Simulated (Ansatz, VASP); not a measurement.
**Sn in VASP and in Ansatz**

```
CELL_PARAMETERS angstrom
-2.94014 2.94014 1.59930
2.94014 -2.94014 1.59930
2.94014 2.94014 -1.59930
ATOMIC_POSITIONS crystal
Sn 0.00000 0.00000 0.00000
Sn 0.75000 0.25000 0.50000
```

Alike in both runs: functional pbesol exchange, pbe correlation; k mesh 9 × 9 × 9; occupations fermi-dirac, width 0.1 eV; collinear spin; fixed moment 1 μB.

|  | VASP | Ansatz |
| --- | --- | --- |
| version | VASP 6.6.1 | Ansatz 0.2.0 |
| potentials or method | VASP PAW PBE potentials, release 64 (Sn_d), cutoff 500 eV | all-electron LAPW, scalar-relativistic |
| task | single point | density of states |

|  | VASP | Ansatz | Ansatz less VASP |
| --- | --- | --- | --- |
| pressure (GPa) | -0.6 | -0.6 | +0.05 |
| traceless stress, the component that is largest in VASP (GPa) | -0.59 | -0.58 | +0.004 |
| size of the moment on the site where the two differ most (μB) | 0.28 | 0.33 | +0.058 |

VASP's potentials were made for PBE, not for pbesol exchange, pbe correlation. Site moments also hang on the region over which each program counts them. Ansatz ran all-electron here, and VASP with PAW potentials.
